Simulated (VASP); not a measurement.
# Zr5N6 in VASP: relaxation of the atoms with PBEsol

Aim: the relaxation of the atoms of Zr5N6 with PBEsol.

Everything below comes from runs of VASP 6.6.1. Logs are shortened: lines on timing, memory, paths and dates and some standing lists are left out, and cuts for length are marked.

### Step 1. The cell of the first run

The cell holds a slab with vacuum, 11 atoms: a = 3.219 Å, b = 3.219 Å, c = 28.141 Å, α = 90.00°, β = 90.00°, γ = 120.00°.

### Step 2. Relaxation of the atoms, PBEsol

The input, INCAR:

```
SYSTEM = Zr5N6
ALGO = Normal
DIPOL = 0.5 0.5 0.500
EDIFF = 1E-7
EDIFFG = -0.02
ENCUT = 520
GGA = PS
GGA_COMPAT = .FALSE.
IBRION = 2
IDIPOL = 3
ISIF = 2
ISMEAR = 0
KPAR = 4
LASPH = .TRUE.
LCHARG = .FALSE.
LDIPOL = .TRUE.
LREAL = .FALSE.
LWAVE = .FALSE.
NELM = 120
NELMDL = -8
NELMIN = 4
NSW = 80
PREC = Accurate
SIGMA = 0.1
```

The input, KPOINTS:

```
k-points
0
G
  12 12 1
  0 0 0
```

The input, POSCAR:

```
Zr5N6
1.0
    3.2188796041      0.0000000000      0.0000000000
   -1.6094398021      2.7876315089      0.0000000000
    0.0000000000      0.0000000000     28.1410209559
N Zr
6 5
Direct
    0.3333333333      0.6666666667      0.2665148507
    0.0000000000      0.0000000000      0.3599089104
    0.6666666667      0.3333333333      0.4533029701
    0.3333333333      0.6666666667      0.5466970299
    0.0000000000      0.0000000000      0.6400910896
    0.6666666667      0.3333333333      0.7334851493
    0.6666666667      0.3333333333      0.3132118806
    0.3333333333      0.6666666667      0.4066059403
    0.0000000000      0.0000000000      0.5000000000
    0.6666666667      0.3333333333      0.5933940597
    0.3333333333      0.6666666667      0.6867881194
```

Potentials or basis: VASP PAW PBE potentials, release 64 (N, Zr_sv).

Command:

```sh
$ cat potpaw_PBE.64/N/POTCAR potpaw_PBE.64/Zr_sv/POTCAR > POTCAR
$ mpirun -np 4 vasp_std > vasp.out
```

OUTCAR:

```text
SYSTEM = Zr5N6
   EDIFF = 1E-7
   EDIFFG = -0.02
   ENCUT = 520
   GGA = PS
   IBRION = 2
   ISIF = 2
   ISMEAR = 0
   LASPH = .TRUE.
   LREAL = .FALSE.
   NELM = 120
   NELMDL = -8
   NELMIN = 4
   NSW = 80
   PREC = Accurate

 ion  position               nearest neighbor table
   1  0.333  0.667  0.267-   7 2.28   7 2.28   7 2.28
   2  0.000  0.000  0.360-   7 2.28   7 2.28   7 2.28   8 2.28   8 2.28   8 2.28
   3  0.667  0.333  0.453-   8 2.28   8 2.28   8 2.28   9 2.28   9 2.28   9 2.28
   4  0.333  0.667  0.547-  10 2.28  10 2.28  10 2.28   9 2.28   9 2.28   9 2.28
   5  0.000  0.000  0.640-  11 2.28  11 2.28  11 2.28  10 2.28  10 2.28  10 2.28
   6  0.667  0.333  0.733-  11 2.28  11 2.28  11 2.28
   7  0.667  0.333  0.313-   2 2.28   2 2.28   2 2.28   1 2.28   1 2.28   1 2.28   8 3.22   8 3.22
                             8 3.22
   8  0.333  0.667  0.407-   3 2.28   3 2.28   3 2.28   2 2.28   2 2.28   2 2.28   7 3.22   7 3.22
                             9 3.22   9 3.22   9 3.22   7 3.22
   9  0.000  0.000  0.500-   3 2.28   4 2.28   3 2.28   4 2.28   3 2.28   4 2.28   8 3.22  10 3.22
                            10 3.22   8 3.22   8 3.22  10 3.22
  10  0.667  0.333  0.593-   4 2.28   4 2.28   4 2.28   5 2.28   5 2.28   5 2.28  11 3.22  11 3.22
                             9 3.22   9 3.22   9 3.22  11 3.22
  11  0.333  0.667  0.687-   5 2.28   5 2.28   5 2.28   6 2.28   6 2.28   6 2.28  10 3.22  10 3.22
                            10 3.22

  LATTYP: Found a hexagonal cell.
 ALAT       =     3.2188796041
 C/A-ratio  =     8.7424894426

  Lattice vectors:

 A1 = (   3.2188796041,   0.0000000000,   0.0000000000)
 A2 = (  -1.6094398021,   2.7876315089,   0.0000000000)
 A3 = (   0.0000000000,   0.0000000000,  28.1410209559)

Analysis of symmetry for initial positions (statically):
=====================================================================
 Subroutine PRICEL returns:
 Original cell was already a primitive cell.

 Routine SETGRP: Setting up the symmetry group for a
 hexagonal supercell.

 Subroutine GETGRP returns: Found 12 space group operations
 (whereof 12 operations were pure point group operations)
 out of a pool of 24 trial point group operations.

The static configuration has the point symmetry D_3d.

Analysis of symmetry for dynamics (positions and initial velocities):
=====================================================================
 Subroutine PRICEL returns:
 Original cell was already a primitive cell.

 Routine SETGRP: Setting up the symmetry group for a
 hexagonal supercell.

 Subroutine GETGRP returns: Found 12 space group operations
 (whereof 12 operations were pure point group operations)
 out of a pool of 24 trial point group operations.

The dynamic configuration has the point symmetry D_3d.

 Subroutine INISYM returns: Found 12 space group operations
 (whereof 12 operations are pure point group operations),
 and found     1 'primitive' translations

----------------------------------------------------------------------------------------

                                     Primitive cell

  volume of cell :     252.5108

  direct lattice vectors                    reciprocal lattice vectors
     3.218879604  0.000000000  0.000000000     0.310667103  0.179363735  0.000000000
    -1.609439802  2.787631509  0.000000000     0.000000000  0.358727471  0.000000000
     0.000000000  0.000000000 28.141020956     0.000000000  0.000000000  0.035535313

  length of vectors
     3.218879604  3.218879604 28.141020956     0.358727471  0.358727471  0.035535313

  position of ions in fractional coordinates (direct lattice)
     0.333333333  0.666666667  0.266514851
     0.000000000  0.000000000  0.359908910
     0.666666667  0.333333333  0.453302970
     0.333333333  0.666666667  0.546697030
     0.000000000  0.000000000  0.640091090
     0.666666667  0.333333333  0.733485149
     0.666666667  0.333333333  0.313211881
     0.333333333  0.666666667  0.406605940
     0.000000000  0.000000000  0.500000000
     0.666666667  0.333333333  0.593394060
     0.333333333  0.666666667  0.686788119

  ion indices of the primitive-cell ions
   primitive index   ion index
                 1           1
                 2           2
                 3           3
                 4           4
                 5           5
                 6           6
                 7           7
                 8           8
                 9           9
                10          10
                11          11

----------------------------------------------------------------------------------------

 KPOINTS: k-points

Automatic generation of k-mesh.
 Grid dimensions read from file:
 generate k-points for:   12   12    1

 Generating k-lattice:

  Cartesian coordinates                     Fractional coordinates (reciprocal lattice)
     0.025888925  0.014946978  0.000000000     0.083333333 -0.000000000  0.000000000
     0.000000000  0.029893956  0.000000000     0.000000000  0.083333333  0.000000000
     0.000000000  0.000000000  0.035535313     0.000000000  0.000000000  1.000000000

  Length of vectors
     0.029893956  0.029893956  0.035535313

  Shift w.r.t. Gamma in fractional coordinates (k-lattice)
     0.000000000  0.000000000  0.000000000

 Subroutine IBZKPT returns following result:
 ===========================================

 Found     19 irreducible k-points:

 Following reciprocal coordinates:
            Coordinates               Weight
  0.000000  0.000000  0.000000      1.000000
  0.083333  0.000000  0.000000      6.000000
  0.166667  0.000000  0.000000      6.000000
  0.250000 -0.000000  0.000000      6.000000
  0.333333 -0.000000  0.000000      6.000000
  0.416667  0.000000  0.000000      6.000000
[... 11 lines left out ...]
  0.333333  0.250000  0.000000     12.000000
  0.333333  0.333333  0.000000      2.000000
   k-points           NKPTS =     19   k-points in BZ     NKDIM =     19   number of bands    NBANDS=     54
   number of dos      NEDOS =    301   number of ions     NIONS =     11
   total plane-waves  NPLWV = 120960
   dimension x,y,z NGX =    24 NGY =   24 NGZ =  210
   dimension x,y,z NGXF=    48 NGYF=   48 NGZF=  420
   ions per type =               6   5
   NGX,Y,Z   is equivalent  to a cutoff of  12.40, 12.40, 12.41 a.u.
   NGXF,Y,Z  is equivalent  to a cutoff of  24.79, 24.79, 24.81 a.u.
 SYSTEM =  Zr5N6
   PREC   = accura    normal or accurate (medium, high low for compatibility)
   ISTART =      0    job   : 0-new  1-cont  2-samecut
   ICHARG =      2    charge: 1-file 2-atom 10-const
   ISPIN  =      1    spin polarized calculation?
   LNONCOLLINEAR =      F non collinear calculations
   LSORBIT =      F    spin-orbit coupling
   LASPH  =      T    aspherical Exc in radial PAW
   ENCUT  =  520.0 eV  38.22 Ry    6.18 a.u.   5.98  5.98 52.32*2*pi/ulx,y,z
   NELM   =    120;   NELMIN=  4; NELMDL= -8     # of ELM steps
   EDIFF  = 0.1E-06   stopping-criterion for ELM
   LREAL  =      F    real-space projection
   EDIFFG = -.2E-01   stopping-criterion for IOM
   NSW    =     80    number of steps for IOM
   IBRION =      2    ionic relax: 0-MD 1-quasi-New 2-CG
   NFREE  =      1    steps in history (QN), initial steepest desc. (CG)
   ISIF   =      2    stress and relaxation
   ISYM   =      2    0-nonsym 1-usesym 2-fastsym
   POTIM  = 0.5000    time-step for ionic-motion
   TEBEG  =    0.0;   TEEND  =   0.0 temperature during run
   PSTRESS=    0.0 pullay stress
   NELECT =      90.0000    total number of electrons
   NUPDOWN=      -1.0000    fix difference up-down
   EMIN   =  10.00;   EMAX   =-10.00  energy-range for DOS
   EFERMI =   0.00;   METHOD = LEGACY
   ISMEAR =     0;   SIGMA  =   0.10  broadening in eV -4-tet -1-fermi 0-gaus
   EFERMI_NEDOS =   21; number of points for ismear=-14 and -15
   IALGO  =     38    algorithm
   IMIX   =      4    mixing-type and parameters
     AMIX     =   0.40;   BMIX     =  1.00
     AMIX_MAG =   1.60;   BMIX_MAG =  1.00
  volume/ion in A,a.u.               =      22.96       154.91
  Fermi-wavevector in a.u.,A,eV,Ry     =   1.160724  2.193451 18.330865  1.347281
  Thomas-Fermi vector in A             =   2.297304
   LORBIT       =      0    0 simple, 1 ext, 2 COOP (PROOUT), +10 PAW based schemes
   GGA     = PS    functional components
   LHFCALC =     F    Hartree Fock is set to
   AEXX    =    0.0000 exact exchange contribution
   IVDW    =     0    specifies the selected vdW correction
   LEPSILON=     F    determine dielectric tensor
   LRPA    =     F    only Hartree local field effects (RPA)
 conjugate gradient relaxation of ions
 non-spin polarized calculation
 Gauss-broadening in eV      SIGMA  =   0.10
  energy-cutoff  :      520.00
  volume of cell :      252.51
 maximum number of plane-waves:      6870
 NGX is ok and might be reduce to    24
   NGX = 11   NGY = 11   NGZ =105

--------------------------------------- Ionic step        1  -------------------------------------------

 number of electron      90.0000013 magnetization

 Free energy of the ion-electron system (eV)
  ---------------------------------------------------
  ext. energy  EPLUGINS =         0.00000000
  ---------------------------------------------------
  free energy    TOTEN  =      -111.61594660 eV

  energy without entropy =     -111.58504211  energy(sigma->0) =     -111.60049436

------------------------ aborting loop because EDIFF is reached ----------------------------------------

  FORCE on cell =-STRESS in cart. coord.  units (eV):
  Direction    XX          YY          ZZ          XY          YZ          ZX
  --------------------------------------------------------------------------------------
  -------------------------------------------------------------------------------------
  Total       -0.8263136     -0.8263136     -8.1584890      0.0000000     -0.0000000     -0.0000000
  in kB       -5.2429477     -5.2429477    -51.7654942      0.0000000     -0.0000000     -0.0000000
  external PRESSURE =     -20.7504632 kB  Pullay stress =       0.0000000 kB
[... 116 lines left out ...]
  FREE ENERGIE OF THE ION-ELECTRON SYSTEM (eV)
  ---------------------------------------------------
  free  energy   TOTEN  =      -115.0514970830 eV

  energy  without entropy=     -115.0390942422  energy(sigma->0) =     -115.04529566

[... ionic steps 4 to 16 ...]

--------------------------------------- Ionic step       17  -------------------------------------------

 number of electron      90.0000013 magnetization

------------------------ aborting loop because EDIFF is reached ----------------------------------------
[... 79 lines left out ...]
  FREE ENERGIE OF THE ION-ELECTRON SYSTEM (eV)
  ---------------------------------------------------
  free  energy   TOTEN  =      -115.1442823760 eV

  energy  without entropy=     -115.1310372330  energy(sigma->0) =     -115.13765980

 dipolmoment           0.000000      0.000000      0.000000 electrons x Angstroem

--------------------------------------- Ionic step       19  -------------------------------------------

 number of electron      90.0000013 magnetization

 dipolmoment           0.000000      0.000000     -0.000000 electrons x Angstroem

 Free energy of the ion-electron system (eV)
  ---------------------------------------------------
  ext. energy  EPLUGINS =         0.00000000
  ---------------------------------------------------
  free energy    TOTEN  =      -115.14429561 eV

  energy without entropy =     -115.13105647  energy(sigma->0) =     -115.13767604

 E-fermi :   2.4052     XC(G=0):  -6.8561

 val. band max:        2.3905848286   @ k =   0.5000  -0.0000   0.0000
 cond. band min:       2.4149209963   @ k =   0.3333   0.2500   0.0000
 fundamental gap:      0.0243361677
 Fermi energy:         2.4052193196

 k-point     1 :       0.0000    0.0000    0.0000
  band No.  band energies     occupation
      1     -47.0169      2.00000
      2     -46.9974      2.00000
      3     -46.8500      2.00000
      4     -45.7405      2.00000
      5     -45.7404      2.00000
      6     -25.7320      2.00000
[... 1072 lines left out ...]
     53       5.5386      0.00000
     54       5.7660      0.00000

------------------------ aborting loop because EDIFF is reached ----------------------------------------

 vacuum level on the upper side and lower side of the slab       (xc-potential included)        -0.009        -0.009

  FORCE on cell =-STRESS in cart. coord.  units (eV):
  Direction    XX          YY          ZZ          XY          YZ          ZX
  --------------------------------------------------------------------------------------
  -------------------------------------------------------------------------------------
  Total        7.2794821      7.2794821     -0.1183462     -0.0000000      0.0000000     -0.0000000
  in kB       46.1882084     46.1882084     -0.7509050     -0.0000000      0.0000000     -0.0000000
  external PRESSURE =      30.5418372 kB  Pullay stress =       0.0000000 kB
[... 26 lines left out ...]
  FREE ENERGIE OF THE ION-ELECTRON SYSTEM (eV)
  ---------------------------------------------------
  free  energy   TOTEN  =      -115.1442956111 eV

  energy  without entropy=     -115.1310564656  energy(sigma->0) =     -115.13767604

 reached required accuracy - stopping structural energy minimisation

 vacuum level on the upper side and lower side of the slab         8.623         8.623
```

It took 30 min on 4 MPI ranks of Intel Xeon Platinum 8259CL at 2.50GHz (Skylake/Cascade Lake), shared host; peak memory 0.48 GiB.

Results:

```yaml
Free_energy: -115.1443 eV
Energy_gained_by_relaxing: 320.8 meV/atom
Ionic_steps: 19
Largest_force_after_relaxing: 0.013 eV/Å
Band_gap_on_the_k_mesh: zero (bands 45 and 46 overlap by 1.11 eV)
```

Forces on the atoms (eV/Å):
```
N    0.000  0.000 -0.012
N    0.000  0.000 -0.006
N    0.000  0.000  0.002
N    0.000  0.000 -0.002
N    0.000  0.000  0.006
N    0.000  0.000  0.012
Zr   0.000  0.000  0.010
Zr   0.000  0.000  0.013
Zr   0.000  0.000  0.000
Zr   0.000  0.000 -0.013
Zr   0.000  0.000 -0.010
```

The path:
```tsv
step	energy change (eV)	largest force (eV/Å)	pressure (GPa)
1	0.0000	6.3585	-2.08
2	-3.4266	1.1446	2.12
3	-3.4356	1.1118	1.80
4	-3.4912	0.4599	2.30
5	-3.4993	0.3241	2.14
6	-3.5147	0.1811	2.09
7	-3.5178	0.2481	2.06
8	-3.5219	0.0665	2.34
9	-3.5219	0.0688	2.34
10	-3.5232	0.0760	2.46
11	-3.5235	0.1229	2.54
12	-3.5244	0.1145	2.58
13	-3.5262	0.0894	2.70
14	-3.5256	0.1630	2.96
15	-3.5266	0.0892	2.80
16	-3.5279	0.0689	2.94
17	-3.5281	0.0563	3.03
18	-3.5283	0.0230	3.06
19	-3.5283	0.0130	3.05
```

Final structure:
```xyz
11
Lattice="3.2189 0.0000 0.0000 -1.6094 2.7876 0.0000 0.0000 0.0000 28.1410" Properties=species:S:1:pos:R:3 pbc="T T T"
N     0.0000    1.8584    7.8011
N     0.0000    0.0000   10.2271
N     1.6094    0.9292   12.7177
N     0.0000    1.8584   15.4233
N     0.0000    0.0000   17.9139
N     1.6094    0.9292   20.3399
Zr    1.6094    0.9292    8.5840
Zr    0.0000    1.8584   11.4290
Zr    0.0000    0.0000   14.0705
Zr    1.6094    0.9292   16.7120
Zr    0.0000    1.8584   19.5570
```

Caveat: the PAW data sets were made with another functional, which shifts forces and pressure a little.
